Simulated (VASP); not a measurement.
# Al2Cu (I4/mcm) in VASP: further runs

Al2Cu is run at these levels: PBEsol; tasks: single point.

Program: VASP 6.6.1. These are calculated values, not measurements. Logs are shortened: lines on timing, memory, paths and dates and some standing lists are left out, and cuts for length are marked.

### 1 The cell of the first run

The structure is tetragonal, space group I4/mcm (No. 140). The conventional cell has a = 5.993 Å, b = 5.993 Å, c = 4.972 Å, α = 90.00°, β = 90.00°, γ = 90.00°. Al (site symmetry m2m) has 4 Cu at 2.57 Å and 11 Al at 2.70 to 3.19 Å within 3.4 Å. Cu (site symmetry 422) has 2 Cu at 2.49 Å and 8 Al at 2.57 Å within 3.3 Å.

### 2 Single point, PBEsol

INCAR reads:

```
SYSTEM = Al2Cu
PREC     = Accurate       ! precision mode
ENCUT    = 520            ! plane-wave cutoff, eV
EDIFF    = 1E-7           ! SCF threshold, eV
ISMEAR   = 0              ! smearing method
SIGMA    = 0.15           ! smearing width, eV
LREAL    = .False.        ! projectors in reciprocal space
LASPH    = .True.         ! aspherical terms in the spheres
NELM     = 60             ! most SCF steps
ALGO     = Fast           ! electronic algorithm
ISIF     = 2              ! what is computed and relaxed
LWAVE    = .False.        ! write WAVECAR
LCHARG   = .False.        ! write CHGCAR
GGA      = PS             ! functional
NBANDS   = 26             ! bands
```

KPOINTS reads:

```
Automatic mesh
0
Gamma
  10 10 10
  0 0 0
```

POSCAR reads:

```
Al2Cu
1.0
   -2.9965086402      2.9965086402      2.4862000000
    2.9965086402     -2.9965086402      2.4862000000
    2.9965086402      2.9965086402     -2.4862000000
Al Cu
4 2
Direct
    0.1593210787      0.6593210787      0.8186421574
    0.6593210787      0.8406789213      0.5000000000
    0.8406789213      0.3406789213      0.1813578426
    0.3406789213      0.1593210787      0.5000000000
    0.7500000000      0.7500000000      0.0000000000
    0.2500000000      0.2500000000      0.0000000000
```

Potentials or basis: VASP PAW PBE potentials, release 64 (Al, Cu).

Launch:

```console
$ cat potpaw_PBE.64/Al/POTCAR potpaw_PBE.64/Cu/POTCAR > POTCAR
$ mpirun -np 1 vasp_std > vasp.out
```

OUTCAR:

```text
SYSTEM = Al2Cu
   PREC = Accurate
   ENCUT = 520
   EDIFF = 1E-7
   ISMEAR = 0
   LREAL = .False.
   LASPH = .True.
   NELM = 60
   ISIF = 2
   GGA = PS

 ion  position               nearest neighbor table
   1  0.159  0.659  0.819-   5 2.57   6 2.57   5 2.57   6 2.57   3 2.70   3 2.92   3 2.92   4 3.13
                             2 3.13   2 3.13   4 3.13   4 3.19   2 3.19   2 3.19   4 3.19
   2  0.659  0.841  0.500-   6 2.57   5 2.57   5 2.57   6 2.57   4 2.70   4 2.92   4 2.92   3 3.13
                             1 3.13   1 3.13   3 3.13   1 3.19   3 3.19   1 3.19   3 3.19
   3  0.841  0.341  0.181-   5 2.57   6 2.57   5 2.57   6 2.57   1 2.70   1 2.92   1 2.92   2 3.13
                             4 3.13   4 3.13   2 3.13   4 3.19   2 3.19   4 3.19   2 3.19
   4  0.341  0.159  0.500-   5 2.57   6 2.57   6 2.57   5 2.57   2 2.70   2 2.92   2 2.92   3 3.13
                             1 3.13   1 3.13   3 3.13   1 3.19   3 3.19   3 3.19   1 3.19
   5  0.750  0.750  0.000-   6 2.49   6 2.49   4 2.57   2 2.57   4 2.57   2 2.57   1 2.57   3 2.57
                             3 2.57   1 2.57
   6  0.250  0.250  0.000-   5 2.49   5 2.49   2 2.57   4 2.57   2 2.57   4 2.57   3 2.57   1 2.57
                             1 2.57   3 2.57

  LATTYP: Found a body centered tetragonal cell.
 ALAT       =     5.9930172804
 C/A-ratio  =     0.8296989258

  Lattice vectors:

 A1 = (  -2.9965086402,   2.9965086402,   2.4862000000)
 A2 = (   2.9965086402,  -2.9965086402,   2.4862000000)
 A3 = (   2.9965086402,   2.9965086402,  -2.4862000000)

Analysis of symmetry for initial positions (statically):
=====================================================================
 Subroutine PRICEL returns:
 Original cell was already a primitive cell.

 Routine SETGRP: Setting up the symmetry group for a
 body centered tetragonal supercell.

 Subroutine GETGRP returns: Found 16 space group operations
 (whereof  8 operations were pure point group operations)
 out of a pool of 16 trial point group operations.

The static configuration has the point symmetry C_4h.
 The point group associated with its full space group is D_4h.

Analysis of symmetry for dynamics (positions and initial velocities):
=====================================================================
 Subroutine PRICEL returns:
 Original cell was already a primitive cell.

 Routine SETGRP: Setting up the symmetry group for a
 body centered tetragonal supercell.

 Subroutine GETGRP returns: Found 16 space group operations
 (whereof  8 operations were pure point group operations)
 out of a pool of 16 trial point group operations.

The dynamic configuration has the point symmetry C_4h.
 The point group associated with its full space group is D_4h.

 Subroutine INISYM returns: Found 16 space group operations
 (whereof  8 operations are pure point group operations),
 and found     1 'primitive' translations

----------------------------------------------------------------------------------------

                                     Primitive cell

  volume of cell :      89.2950

  direct lattice vectors                    reciprocal lattice vectors
    -2.996508640  2.996508640  2.486200000     0.000000000  0.166860857  0.201110128
     2.996508640 -2.996508640  2.486200000     0.166860857  0.000000000  0.201110128
     2.996508640  2.996508640 -2.486200000     0.166860857  0.166860857  0.000000000

  length of vectors
     4.913178045  4.913178045  4.913178045     0.261319401  0.261319401  0.235976887

  position of ions in fractional coordinates (direct lattice)
     0.159321079  0.659321079  0.818642157
     0.659321079  0.840678921  0.500000000
     0.840678921  0.340678921  0.181357843
     0.340678921  0.159321079  0.500000000
     0.750000000  0.750000000  0.000000000
     0.250000000  0.250000000  0.000000000

  ion indices of the primitive-cell ions
   primitive index   ion index
                 1           1
                 2           2
                 3           3
                 4           4
                 5           5
                 6           6

----------------------------------------------------------------------------------------

 KPOINTS: Automatic mesh

Automatic generation of k-mesh.
 Grid dimensions read from file:
 generate k-points for:   10   10   10

 Generating k-lattice:

  Cartesian coordinates                     Fractional coordinates (reciprocal lattice)
     0.000000000  0.016686086  0.020111013     0.100000000 -0.000000000  0.000000000
     0.016686086  0.000000000  0.020111013    -0.000000000  0.100000000  0.000000000
     0.016686086  0.016686086  0.000000000     0.000000000  0.000000000  0.100000000

  Length of vectors
     0.026131940  0.026131940  0.023597689

  Shift w.r.t. Gamma in fractional coordinates (k-lattice)
     0.000000000  0.000000000  0.000000000

 Subroutine IBZKPT returns following result:
 ===========================================

 Found    102 irreducible k-points:

 Following reciprocal coordinates:
            Coordinates               Weight
  0.000000  0.000000  0.000000      1.000000
  0.100000  0.000000  0.000000      8.000000
  0.200000  0.000000  0.000000      8.000000
  0.300000  0.000000 -0.000000      8.000000
  0.400000  0.000000  0.000000      8.000000
  0.500000  0.000000 -0.000000      4.000000
[... 16 lines left out ...]
  0.300000  0.300000 -0.000000      8.000000
  0.400000  0.300000  0.000000     16.000000
 [... further k-points ...]
   k-points           NKPTS =    102   k-points in BZ     NKDIM =    102   number of bands    NBANDS=     26
   number of dos      NEDOS =    301   number of ions     NIONS =      6
   total plane-waves  NPLWV =  64000
   dimension x,y,z NGX =    40 NGY =   40 NGZ =   40
   dimension x,y,z NGXF=    80 NGYF=   80 NGZF=   80
   ions per type =               4   2
   NGX,Y,Z   is equivalent  to a cutoff of  13.53, 13.53, 13.53 a.u.
   NGXF,Y,Z  is equivalent  to a cutoff of  27.07, 27.07, 27.07 a.u.
 SYSTEM =  Al2Cu
   PREC   = accura    normal or accurate (medium, high low for compatibility)
   ISTART =      0    job   : 0-new  1-cont  2-samecut
   ICHARG =      2    charge: 1-file 2-atom 10-const
   ISPIN  =      1    spin polarized calculation?
   LNONCOLLINEAR =      F non collinear calculations
   LSORBIT =      F    spin-orbit coupling
   LASPH  =      T    aspherical Exc in radial PAW
   ENCUT  =  520.0 eV  38.22 Ry    6.18 a.u.   9.14  9.14  9.14*2*pi/ulx,y,z
   NELM   =     60;   NELMIN=  2; NELMDL= -5     # of ELM steps
   EDIFF  = 0.1E-06   stopping-criterion for ELM
   LREAL  =      F    real-space projection
   EDIFFG = 0.1E-05   stopping-criterion for IOM
   NSW    =      0    number of steps for IOM
   IBRION =     -1    ionic relax: 0-MD 1-quasi-New 2-CG
   NFREE  =      0    steps in history (QN), initial steepest desc. (CG)
   ISIF   =      2    stress and relaxation
   ISYM   =      2    0-nonsym 1-usesym 2-fastsym
   POTIM  = 0.5000    time-step for ionic-motion
   TEBEG  =    0.0;   TEEND  =   0.0 temperature during run
   PSTRESS=    0.0 pullay stress
   NELECT =      34.0000    total number of electrons
   NUPDOWN=      -1.0000    fix difference up-down
   EMIN   =  10.00;   EMAX   =-10.00  energy-range for DOS
   EFERMI =   0.00;   METHOD = LEGACY
   ISMEAR =     0;   SIGMA  =   0.15  broadening in eV -4-tet -1-fermi 0-gaus
   EFERMI_NEDOS =   21; number of points for ismear=-14 and -15
   IALGO  =     68    algorithm
   IMIX   =      4    mixing-type and parameters
     AMIX     =   0.40;   BMIX     =  1.00
     AMIX_MAG =   1.60;   BMIX_MAG =  1.00
  volume/ion in A,a.u.               =      14.88       100.43
  Fermi-wavevector in a.u.,A,eV,Ry     =   1.186567  2.242286 19.156189  1.407940
  Thomas-Fermi vector in A             =   2.322736
   LORBIT       =      0    0 simple, 1 ext, 2 COOP (PROOUT), +10 PAW based schemes
   GGA     = PS    functional components
   LHFCALC =     F    Hartree Fock is set to
   AEXX    =    0.0000 exact exchange contribution
   IVDW    =     0    specifies the selected vdW correction
   LEPSILON=     F    determine dielectric tensor
   LRPA    =     F    only Hartree local field effects (RPA)
 non-spin polarized calculation
 RMM-DIIS sequential band-by-band and
 Gauss-broadening in eV      SIGMA  =   0.15
  energy-cutoff  :      520.00
  volume of cell :       89.29
 maximum number of plane-waves:      2426
 NGX is ok and might be reduce to    40
   NGX = 19   NGY = 19   NGZ = 19

 number of electron      33.9999976 magnetization

 Free energy of the ion-electron system (eV)
  ---------------------------------------------------
  ext. energy  EPLUGINS =         0.00000000
  ---------------------------------------------------
  free energy    TOTEN  =       -25.98295744 eV

  energy without entropy =      -25.96243011  energy(sigma->0) =      -25.97269377

 E-fermi :   7.8554     XC(G=0): -10.9533

 val. band max:        7.8361462761   @ k =   0.5000   0.5000   0.2000
 cond. band min:       7.8594567948   @ k =  -0.4000   0.4000   0.2000
 fundamental gap:      0.0233105187
 Fermi energy:         7.8554354560

 k-point     1 :       0.0000    0.0000    0.0000
  band No.  band energies     occupation
      1      -2.8587      2.00000
      2       2.6176      2.00000
      3       2.7650      2.00000
      4       2.7650      2.00000
      5       2.8798      2.00000
      6       3.7072      2.00000
[... 18 lines left out ...]
     25      13.4508      0.00000
     26      14.0175      0.00000

 k-point     2 :       0.1000    0.0000    0.0000
  band No.  band energies     occupation
      1      -2.7558      2.00000
      2       2.6082      2.00000
      3       2.7364      2.00000
      4       2.7596      2.00000
      5       2.8988      2.00000
      6       3.6911      2.00000
[... 18 lines left out ...]
     25      13.5636      0.00000
[... 608 lines left out ...]
     25      13.9262      0.00000
     26      14.5265      0.00000

 k-point    24 :       0.4000    0.3000    0.0000
  band No.  band energies     occupation
      1      -0.4916      2.00000
      2       0.2993      2.00000
      3       0.9676      2.00000
      4       2.6113      2.00000
      5       3.1964      2.00000
      6       3.3340      2.00000
[... 18 lines left out ...]
     25      15.0300      0.00000
     26      15.7041      0.00000

 [... further k-points ...]

------------------------ aborting loop because EDIFF is reached ----------------------------------------

  FORCE on cell =-STRESS in cart. coord.  units (eV):
  Direction    XX          YY          ZZ          XY          YZ          ZX
  --------------------------------------------------------------------------------------
  -------------------------------------------------------------------------------------
  Total       -0.8798215     -0.8798215     -2.8752534      0.0000000      0.0000000      0.0000000
  in kB      -15.7862148    -15.7862148    -51.5892948      0.0000000      0.0000000      0.0000000
  external PRESSURE =     -27.7205748 kB  Pullay stress =       0.0000000 kB

 VOLUME and BASIS-vectors are now :
 -----------------------------------------------------------------------------
  energy-cutoff  :      520.00
  volume of cell :       89.29
      direct lattice vectors                 reciprocal lattice vectors
    -2.996508640  2.996508640  2.486200000     0.000000000  0.166860857  0.201110128
     2.996508640 -2.996508640  2.486200000     0.166860857  0.000000000  0.201110128
     2.996508640  2.996508640 -2.486200000     0.166860857  0.166860857  0.000000000

 POSITION                                       TOTAL-FORCE (eV/Angst)
 -----------------------------------------------------------------------------------
      3.95132      0.95481      0.00000         0.067018      0.067018      0.000000
      2.04169      0.95481      2.48620        -0.067018      0.067018      0.000000
     -0.95481      2.04169      2.48620        -0.067018     -0.067018     -0.000000
      0.95481      2.04169      0.00000         0.067018     -0.067018      0.000000
      0.00000      0.00000      3.72930        -0.000000     -0.000000      0.000000
      0.00000      0.00000      1.24310        -0.000000     -0.000000      0.000000
 -----------------------------------------------------------------------------------
    total drift:                               -0.000000     -0.000000      0.000000

  FREE ENERGIE OF THE ION-ELECTRON SYSTEM (eV)
  ---------------------------------------------------
  free  energy   TOTEN  =       -25.9829574436 eV

  energy  without entropy=      -25.9624301056  energy(sigma->0) =      -25.97269377
```

Run time: 3.9 min. Hardware: 1 thread of Intel Xeon 6975P-C (Granite Rapids), shared host; peak memory 0.38 GiB.

What came out:

```yaml
Free_energy: -25.9830 eV
Pressure: -2.8 GPa
Largest_force: 0.095 eV/Å
Band_gap_on_the_k_mesh: zero (bands 17 and 18 overlap by 4.05 eV)
```

Forces on the atoms (eV/Å):
```
Al   0.067  0.067  0.000
Al  -0.067  0.067  0.000
Al  -0.067 -0.067  0.000
Al   0.067 -0.067  0.000
Cu   0.000  0.000  0.000
Cu   0.000  0.000  0.000
```

Caveat: the PAW data sets were made with another functional, which shifts forces and pressure a little.

### 3 Single point, PBEsol

This run uses another cell than the first one, of 15.02 Å³/atom.

INCAR reads:

```
PREC = Accurate
ENCUT = 520
EDIFF = 1E-7
ISMEAR = 0
SIGMA = 0.15
LREAL = F
LASPH = T
NELM = 100
ALGO = Fast
ISIF = 2
LWAVE = F
LCHARG = F
GGA = PS
NBANDS = 26
```

KPOINTS reads:

```
Automatic mesh
0
Gamma
  10 10 10
```

Edit POSCAR of step 2 so:

```diff
@@ -2,5 +2,5 @@
 1.0
-   -2.9965086402      2.9965086402      2.4862000000
-    2.9965086402     -2.9965086402      2.4862000000
-    2.9965086402      2.9965086402     -2.4862000000
+   -3.0864000000      3.0864000000      2.3655500000
+    3.0864000000     -3.0864000000      2.3655500000
+    3.0864000000      3.0864000000     -2.3655500000
 Al Cu
```

Potentials or basis: VASP PAW PBE potentials, release 64 (Al, Cu).

Launch:

```console
$ cat potpaw_PBE.64/Al/POTCAR potpaw_PBE.64/Cu/POTCAR > POTCAR
$ mpirun -np 1 vasp_std > vasp.out
```

Wall time 3.5 min (1 thread of Intel Xeon 6975P-C (Granite Rapids), shared host); peak memory 0.37 GiB.

Results (log left out):

```
Free energy            : -25.9260 eV
Pressure               : -3.4 GPa
Largest force          : 0.104 eV/Å
Band gap on the k mesh : zero (bands 17 and 18 overlap by 4.68 eV)
```

Forces on the atoms (eV/Å):
```
Al  -0.073 -0.073  0.000
Al   0.073 -0.073  0.000
Al   0.073  0.073  0.000
Al  -0.073  0.073  0.000
Cu   0.000  0.000  0.000
Cu   0.000  0.000  0.000
```

Stress tensor (GPa, compression positive):
```
-5.72  0.00  0.00
 0.00 -5.72  0.00
 0.00  0.00  1.20
```

Levels at points of the mesh, in eV from the Fermi level:
| k point | band 14 | band 15 | band 16 | band 17 | band 18 | band 19 | band 20 | band 21 |
| --- | --- | --- | --- | --- | --- | --- | --- | --- |
| (0.00, 0.00, 0.00) | -2.26 | -1.12 | -1.11 | -1.11 | -1.06 | -0.13 | 0.08 | 1.61 |
| (0.50, 0.00, 0.00) | -3.17 | -2.69 | -2.69 | 0.00 | 0.00 | 3.61 | 3.61 | 3.94 |
| (0.50, 0.50, 0.00) | -2.50 | -1.78 | -1.57 | -0.80 | -0.50 | 0.38 | 0.77 | 4.48 |
| (0.50, 0.50, 0.50) | -3.15 | -3.15 | -1.70 | 2.72 | 2.94 | 2.94 | 3.09 | 4.12 |

Caveat: the cell stands under tension; the PAW data sets were made with another functional, which shifts forces and pressure a little.

### 4 Single point, PBEsol

This run uses another cell than the first one, of 15.00 Å³/atom.

INCAR reads:

```
PREC = Accurate
ENCUT = 520
EDIFF = 1E-6
ISMEAR = 0
SIGMA = 0.15
LREAL = False
LASPH = True
NELM = 80
ALGO = Fast
ISIF = 2
LWAVE = False
LCHARG = False
GGA = PS
NBANDS = 26
```

KPOINTS is that of step 3.

Edit POSCAR of step 3 so:

```diff
@@ -2,5 +2,5 @@
 1.0
-   -3.0864000000      3.0864000000      2.3655500000
-    3.0864000000     -3.0864000000      2.3655500000
-    3.0864000000      3.0864000000     -2.3655500000
+   -3.1163500000      3.1163500000      2.3172500000
+    3.1163500000     -3.1163500000      2.3172500000
+    3.1163500000      3.1163500000     -2.3172500000
 Al Cu
```

Launch:

```console
$ cat potpaw_PBE.64/Al/POTCAR potpaw_PBE.64/Cu/POTCAR > POTCAR
$ mpirun -np 1 vasp_std > vasp.out
```

Wall time 4.1 min (1 thread of Intel Xeon 6975P-C (Granite Rapids), shared host); peak memory 0.37 GiB.

The run converged. Its results:

```yaml
Free_energy: -25.8224 eV
Pressure: -2.9 GPa
Largest_force: 0.163 eV/Å
Band_gap_on_the_k_mesh: zero (bands 17 and 18 overlap by 4.80 eV)
```

Forces in eV/Å, atoms in the order of the input:
```
Al  -0.115 -0.115  0.000
Al   0.115 -0.115  0.000
Al   0.115  0.115  0.000
Al  -0.115  0.115  0.000
Cu   0.000  0.000  0.000
Cu   0.000  0.000  0.000
```

Stress tensor (GPa, compression positive):
```
-6.87  0.00  0.00
 0.00 -6.87  0.00
 0.00  0.00  4.91
```

Levels at points of the mesh, in eV from the Fermi level:
```
           k point  band 14  band 15  band 16  band 17  band 18  band 19  band 20  band 21
(0.00, 0.00, 0.00)    -2.44    -1.22    -1.03    -1.03    -0.93     0.08     0.10     1.77
(0.50, 0.00, 0.00)    -3.21    -2.72    -2.72    -0.11    -0.11     3.40     3.40     3.74
(0.50, 0.50, 0.00)    -2.27    -1.96    -1.79    -0.61    -0.35     0.16     0.54     4.43
(0.50, 0.50, 0.50)    -3.08    -3.08    -1.59     2.86     2.98     2.98     3.02     4.26
```

Caveat: the PAW data sets were made with another functional, which shifts forces and pressure a little.

(Part 1 of 2 ends here.)
